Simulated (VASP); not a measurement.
# TiCo3 (Pm-3m) in VASP: notebook

Runs on TiCo3. Level: PBEsol. Tasks: single point.

Everything below comes from runs of VASP 6.6.1. Logs are shortened: lines on timing, memory, paths and dates and some standing lists are left out, and cuts for length are marked.

## 1. The cell of the first run

It takes space group Pm-3m (No. 221, cubic). Conventional cell: a = 3.292 Å, b = 3.292 Å, c = 3.292 Å, α = 90.00°, β = 90.00°, γ = 90.00°. Ti (site symmetry m-3m) has 12 Co at 2.33 Å within 3.1 Å. Within 3.1 Å of Co (site symmetry 4/mmm) lie 4 Ti at 2.33 Å and 8 Co at 2.33 Å.

## 2. Single point, PBEsol, collinear spin, ferromagnetic start (8.92 Å³/atom)

The input, INCAR:

```
  ALGO = Normal
  EDIFF = 1E-6
  ENCUT = 520
  GGA = PS
  ISIF = 2
  ISMEAR = 0
  ISPIN = 2
  LASPH = T
  LCHARG = F
  LMAXMIX = 4
  LORBIT = 11
  LREAL = F
  LWAVE = F
  MAGMOM = 0.7 1.54 1.54 1.54
  NBANDS = 32
  NELM = 150
  NUPDOWN = 5.32
  PREC = Accurate
  SIGMA = 0.15
```

The input, KPOINTS:

```
k-points
0
Gamma
  12 12 12
```

The input, POSCAR:

```
TiCo3
1.0
    3.2921146286      0.0000000000      0.0000000000
    0.0000000000      3.2921146286      0.0000000000
    0.0000000000      0.0000000000      3.2921146286
Ti Co
1 3
Direct
    0.0000000000      0.0000000000      0.0000000000
    0.0000000000      0.5000000000      0.5000000000
    0.5000000000      0.0000000000      0.5000000000
    0.5000000000      0.5000000000      0.0000000000
```

Potentials or basis: VASP PAW PBE potentials, release 64 (Ti_sv, Co).

The run is started by

```
cat potpaw_PBE.64/Ti_sv/POTCAR potpaw_PBE.64/Co/POTCAR > POTCAR
mpirun -np 1 vasp_std > vasp.out
```

OUTCAR:

```text
EDIFF = 1E-6
   ENCUT = 520
   GGA = PS
   ISIF = 2
   ISMEAR = 0
   ISPIN = 2
   LASPH = T
   LORBIT = 11
   LREAL = F
   NELM = 150
   NUPDOWN = 5.32
   PREC = Accurate

 ion  position               nearest neighbor table
   1  0.000  0.000  0.000-   2 2.33   3 2.33   4 2.33   2 2.33   3 2.33   2 2.33   4 2.33   2 2.33
                             3 2.33   4 2.33   3 2.33   4 2.33
   2  0.000  0.500  0.500-   1 2.33   3 2.33   4 2.33   1 2.33   4 2.33   1 2.33   3 2.33   1 2.33
                             3 2.33   4 2.33   4 2.33   3 2.33
   3  0.500  0.000  0.500-   1 2.33   2 2.33   4 2.33   1 2.33   4 2.33   2 2.33   4 2.33   4 2.33
                             1 2.33   2 2.33   1 2.33   2 2.33
   4  0.500  0.500  0.000-   1 2.33   2 2.33   3 2.33   2 2.33   3 2.33   1 2.33   3 2.33   3 2.33
                             1 2.33   2 2.33   2 2.33   1 2.33

  LATTYP: Found a simple cubic cell.
 ALAT       =     3.2921146286

  Lattice vectors:

 A1 = (   3.2921146286,   0.0000000000,   0.0000000000)
 A2 = (   0.0000000000,   3.2921146286,   0.0000000000)
 A3 = (   0.0000000000,   0.0000000000,   3.2921146286)

Analysis of symmetry for initial positions (statically):
=====================================================================
 Subroutine PRICEL returns:
 Original cell was already a primitive cell.

 Routine SETGRP: Setting up the symmetry group for a
 simple cubic supercell.

 Subroutine GETGRP returns: Found 48 space group operations
 (whereof 48 operations were pure point group operations)
 out of a pool of 48 trial point group operations.

The static configuration has the point symmetry O_h .

Analysis of symmetry for dynamics (positions and initial velocities):
=====================================================================
 Subroutine PRICEL returns:
 Original cell was already a primitive cell.

 Routine SETGRP: Setting up the symmetry group for a
 simple cubic supercell.

 Subroutine GETGRP returns: Found 48 space group operations
 (whereof 48 operations were pure point group operations)
 out of a pool of 48 trial point group operations.

The dynamic configuration has the point symmetry O_h .

Analysis of structural, dynamic, and magnetic symmetry:
=====================================================================
 Subroutine PRICEL returns:
 Original cell was already a primitive cell.

 Routine SETGRP: Setting up the symmetry group for a
 simple cubic supercell.

 Subroutine GETGRP returns: Found 48 space group operations
 (whereof 48 operations were pure point group operations)
 out of a pool of 48 trial point group operations.

The overall configuration has the point symmetry O_h .

 Subroutine INISYM returns: Found 48 space group operations
 (whereof 48 operations are pure point group operations),
 and found     1 'primitive' translations

----------------------------------------------------------------------------------------

                                     Primitive cell

  volume of cell :      35.6800

  direct lattice vectors                    reciprocal lattice vectors
     3.292114629  0.000000000  0.000000000     0.303756130  0.000000000  0.000000000
     0.000000000  3.292114629  0.000000000     0.000000000  0.303756130  0.000000000
     0.000000000  0.000000000  3.292114629     0.000000000  0.000000000  0.303756130

  length of vectors
     3.292114629  3.292114629  3.292114629     0.303756130  0.303756130  0.303756130

  position of ions in fractional coordinates (direct lattice)
     0.000000000  0.000000000  0.000000000
     0.000000000  0.500000000  0.500000000
     0.500000000  0.000000000  0.500000000
     0.500000000  0.500000000  0.000000000

  ion indices of the primitive-cell ions
   primitive index   ion index
                 1           1
                 2           2
                 3           3
                 4           4

----------------------------------------------------------------------------------------

 KPOINTS: k-points

Automatic generation of k-mesh.
 Grid dimensions read from file:
 generate k-points for:   12   12   12

 Generating k-lattice:

  Cartesian coordinates                     Fractional coordinates (reciprocal lattice)
     0.025313011  0.000000000  0.000000000     0.083333333  0.000000000  0.000000000
     0.000000000  0.025313011  0.000000000     0.000000000  0.083333333  0.000000000
     0.000000000  0.000000000  0.025313011     0.000000000  0.000000000  0.083333333

  Length of vectors
     0.025313011  0.025313011  0.025313011

  Shift w.r.t. Gamma in fractional coordinates (k-lattice)
     0.000000000  0.000000000  0.000000000

 Subroutine IBZKPT returns following result:
 ===========================================

 Found     84 irreducible k-points:

 Following reciprocal coordinates:
            Coordinates               Weight
  0.000000  0.000000  0.000000      1.000000
  0.083333  0.000000  0.000000      6.000000
  0.166667  0.000000  0.000000      6.000000
  0.250000  0.000000  0.000000      6.000000
  0.333333  0.000000  0.000000      6.000000
  0.416667  0.000000  0.000000      6.000000
[... 16 lines left out ...]
  0.333333  0.333333  0.000000     12.000000
  0.416667  0.333333  0.000000     24.000000
 [... further k-points ...]
   k-points           NKPTS =     84   k-points in BZ     NKDIM =     84   number of bands    NBANDS=     32
   number of dos      NEDOS =    301   number of ions     NIONS =      4
   total plane-waves  NPLWV =  13824
   dimension x,y,z NGX =    24 NGY =   24 NGZ =   24
   dimension x,y,z NGXF=    48 NGYF=   48 NGZF=   48
   ions per type =               1   3
   NGX,Y,Z   is equivalent  to a cutoff of  12.12, 12.12, 12.12 a.u.
   NGXF,Y,Z  is equivalent  to a cutoff of  24.24, 24.24, 24.24 a.u.
 SYSTEM =  unknown system
   PREC   = accura    normal or accurate (medium, high low for compatibility)
   ISTART =      0    job   : 0-new  1-cont  2-samecut
   ICHARG =      2    charge: 1-file 2-atom 10-const
   ISPIN  =      2    spin polarized calculation?
   LNONCOLLINEAR =      F non collinear calculations
   LSORBIT =      F    spin-orbit coupling
   LASPH  =      T    aspherical Exc in radial PAW
   ENCUT  =  520.0 eV  38.22 Ry    6.18 a.u.   6.12  6.12  6.12*2*pi/ulx,y,z
   NELM   =    150;   NELMIN=  2; NELMDL= -5     # of ELM steps
   EDIFF  = 0.1E-05   stopping-criterion for ELM
   LREAL  =      F    real-space projection
   EDIFFG = 0.1E-04   stopping-criterion for IOM
   NSW    =      0    number of steps for IOM
   IBRION =     -1    ionic relax: 0-MD 1-quasi-New 2-CG
   NFREE  =      0    steps in history (QN), initial steepest desc. (CG)
   ISIF   =      2    stress and relaxation
   ISYM   =      2    0-nonsym 1-usesym 2-fastsym
   POTIM  = 0.5000    time-step for ionic-motion
   TEBEG  =    0.0;   TEEND  =   0.0 temperature during run
   PSTRESS=    0.0 pullay stress
   NELECT =      39.0000    total number of electrons
   NUPDOWN=       5.3200    fix difference up-down
   EMIN   =  10.00;   EMAX   =-10.00  energy-range for DOS
   EFERMI =   0.00;   METHOD = LEGACY
   ISMEAR =     0;   SIGMA  =   0.15  broadening in eV -4-tet -1-fermi 0-gaus
   EFERMI_NEDOS =   21; number of points for ismear=-14 and -15
   IALGO  =     38    algorithm
   IMIX   =      4    mixing-type and parameters
     AMIX     =   0.40;   BMIX     =  1.00
     AMIX_MAG =   1.60;   BMIX_MAG =  1.00
  volume/ion in A,a.u.               =       8.92        60.20
  Fermi-wavevector in a.u.,A,eV,Ry     =   1.686377  3.186791 38.693179  2.843868
  Thomas-Fermi vector in A             =   2.769053
   LORBIT       =     11    0 simple, 1 ext, 2 COOP (PROOUT), +10 PAW based schemes
   GGA     = PS    functional components
   LHFCALC =     F    Hartree Fock is set to
   AEXX    =    0.0000 exact exchange contribution
   IVDW    =     0    specifies the selected vdW correction
   LEPSILON=     F    determine dielectric tensor
   LRPA    =     F    only Hartree local field effects (RPA)
 spin polarized calculation
 Gauss-broadening in eV      SIGMA  =   0.15
  energy-cutoff  :      520.00
  volume of cell :       35.68
 maximum number of plane-waves:       976
   NGX = 13   NGY = 13   NGZ = 13

 number of electron      39.0000052 magnetization       5.3200017

 Free energy of the ion-electron system (eV)
  ---------------------------------------------------
  ext. energy  EPLUGINS =         0.00000000
  ---------------------------------------------------
  free energy    TOTEN  =       -28.16305085 eV

  energy without entropy =      -28.08077861  energy(sigma->0) =      -28.12191473

 E-fermi :  13.6794     XC(G=0): -14.9179

 val. band max:       16.0558998824   @ k =   0.2500   0.2500   0.0000
 cond. band min:      13.6849354604   @ k =   0.4167   0.0833   0.0000
 fundamental gap:     -2.3709644221
 Fermi energy:        16.0582303723

 spin component 1

 k-point     1 :       0.0000    0.0000    0.0000
  band No.  band energies     occupation
      1     -41.0894      1.00000
      2     -17.5661      1.00000
      3     -17.5661      1.00000
      4     -17.5661      1.00000
      5       4.5651      1.00000
      6       7.5651      1.00000
[... 805 lines left out ...]
     30      28.4293      0.00000
     31      29.2620      0.00000

 [... further k-points ...]

 spin component 2

 k-point     1 :       0.0000    0.0000    0.0000
  band No.  band energies     occupation
      1     -40.6228      1.00000
      2     -17.1004      1.00000
      3     -17.1004      1.00000
      4     -17.1004      1.00000
      5       5.0408      1.00000
      6       8.6220      1.00000
[... 805 lines left out ...]
     30      29.2311      0.00000
     31      29.9732      0.00000

 [... further k-points ...]

 [bands above 31 left out]

------------------------ aborting loop because EDIFF is reached ----------------------------------------

  FORCE on cell =-STRESS in cart. coord.  units (eV):
  Direction    XX          YY          ZZ          XY          YZ          ZX
  --------------------------------------------------------------------------------------
  -------------------------------------------------------------------------------------
  Total       23.2355616     23.2355616     23.2355616     -0.0000000     -0.0000000      0.0000000
  in kB     1043.3713585   1043.3713585   1043.3713585     -0.0000000     -0.0000000      0.0000000
  external PRESSURE =    1043.3713585 kB  Pullay stress =       0.0000000 kB

 VOLUME and BASIS-vectors are now :
 -----------------------------------------------------------------------------
  energy-cutoff  :      520.00
  volume of cell :       35.68
      direct lattice vectors                 reciprocal lattice vectors
     3.292114629  0.000000000  0.000000000     0.303756130  0.000000000  0.000000000
     0.000000000  3.292114629  0.000000000     0.000000000  0.303756130  0.000000000
     0.000000000  0.000000000  3.292114629     0.000000000  0.000000000  0.303756130

 POSITION                                       TOTAL-FORCE (eV/Angst)
 -----------------------------------------------------------------------------------
      0.00000      0.00000      0.00000         0.000000      0.000000      0.000000
      0.00000      1.64606      1.64606         0.000000      0.000000      0.000000
      1.64606      0.00000      1.64606         0.000000      0.000000      0.000000
      1.64606      1.64606      0.00000         0.000000      0.000000      0.000000
 -----------------------------------------------------------------------------------
    total drift:                                0.000000     -0.000000     -0.000000

  FREE ENERGIE OF THE ION-ELECTRON SYSTEM (eV)
  ---------------------------------------------------
  free  energy   TOTEN  =       -28.1630508532 eV

  energy  without entropy=      -28.0807786094  energy(sigma->0) =      -28.12191473

 total charge

# of ion       s       p       d       tot
------------------------------------------
    1        2.337   6.328   2.415  11.080
    2        0.647   0.785   7.477   8.909
    3        0.647   0.785   7.477   8.909
    4        0.647   0.785   7.477   8.909
--------------------------------------------------
tot          4.279   8.683  24.846  37.808

 magnetization (x)

# of ion       s       p       d       tot
------------------------------------------
    1        0.013   0.046   0.464   0.523
    2        0.013   0.112   1.427   1.552
    3        0.013   0.112   1.427   1.552
    4        0.013   0.112   1.427   1.552
--------------------------------------------------
tot          0.051   0.382   4.745   5.178
```

Wall time 5.4 min (1 thread of AMD EPYC 7R13, shared host); peak memory 0.22 GiB.

Results:

```
Free energy                                           : -28.1631 eV
Pressure                                              : 104.3 GPa
Net moment                                            : 5.32 μB per cell
Site moments                                          : Ti +0.52; Co +1.55 μB
Valence electrons inside the program's atomic spheres : Ti 11.08; Co 8.91
```

Caveat: the cell stands under pressure; the PAW data sets were made with another functional, which shifts forces and pressure a little; the total moment is fixed, so each spin has its own Fermi level.

(Part 1 of 2 ends here.)
